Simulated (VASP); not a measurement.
Set up this calculation in VASP 6.6.1, as the native input.

```yaml
Task: single point
Functional: r2SCAN
Potentials_or_basis: VASP PAW PBE potentials, release 64 (Hf_pv, O)
Cutoff: 520 eV
k_mesh: 6 × 6 × 8
Occupations: gaussian, width 0.05 eV
Spin: no spin polarisation
Dipole_correction: no
Further_INCAR_settings: ALGO = Normal; EDIFF = 1e-06; NBANDS = 31
```

Crystal: HfO2.

```
Hf O
1.0
     4.75672    0.31916    0.12081
     0.31916    4.55108    0.21217
     0.08045    0.14129    3.23394
Hf O
2 4
Direct
  0.04218 0.01644 0.94724
  0.50929 0.47143 0.49880
  0.23696 0.79301 0.52610
  0.32685 0.31097 0.04401
  0.68435 0.67972 0.03549
  0.70035 0.22843 0.44837
```

This cell differs from its parent crystal: atoms moved at random and the cell strained at random.

The input as run:

POSCAR

```
HfO2
1.0
    4.7567193773      0.3191575517      0.1208096379
    0.3191575517      4.5510798036      0.2121719801
    0.0804492409      0.1412890149      3.2339441758
Hf O
2 4
Direct
    0.0421845920      0.0164386739     -0.0527604353
    0.5092943017      0.4714284178      0.4987970428
    0.2369571887      0.7930144070      0.5260955963
    0.3268543882      0.3109681811      0.0440140387
    0.6843545729      0.6797189540      0.0354882574
    0.7003549565      0.2284313662      0.4483655000
```

INCAR.step1

```
PREC = Accurate
ENCUT = 520
ISMEAR = 0
SIGMA = 0.05
LREAL = F
LASPH = T
NELM = 80
NBANDS = 31
GGA = PE
ALGO = Normal
EDIFF = 1E-4
LWAVE = T
LCHARG = F
```

INCAR.step2

```
PREC = Accurate
ENCUT = 520
EDIFF = 1E-6
ISMEAR = 0
SIGMA = 0.05
LREAL = F
LASPH = T
NELM = 80
ALGO = Normal
ISIF = 2
LWAVE = F
LCHARG = T
METAGGA = R2SCAN
LMIXTAU = T
LELF = T
LVHAR = T
NBANDS = 31
ISTART = 1
```

KPOINTS

```
regular mesh
0
Gamma
  6 6 8
```

Potentials or basis: VASP PAW PBE potentials, release 64 (Hf_pv, O).

Run with:

```sh
$ cat potpaw_PBE.64/Hf_pv/POTCAR potpaw_PBE.64/O/POTCAR > POTCAR
$ cp INCAR.step1 INCAR
$ mpirun -np 1 vasp_std > vasp.out
$ cp INCAR.step2 INCAR
$ mpirun -np 1 vasp_std > vasp.out
```

Results of the run:

- Pressure: 100.1 GPa
- Largest force: 74.676 eV/Å
- Band gap on the k mesh: 2.30 eV (least direct gap 2.33 eV)

Caveat: the cell differs from its parent crystal (atoms moved at random and the cell strained at random); atoms lie so close that the PAW spheres overlap strongly, which falsifies energies and pressures; the stress differs along the axes, from 24 to 169 GPa; the PAW data sets were made with another functional, which shifts forces and pressure a little; spin-orbit coupling is left out, which moves the levels of the heavy elements.

Wall time 16 min on 1 thread of Intel Xeon 8259CL (shared host), peak memory 0.37 GiB.
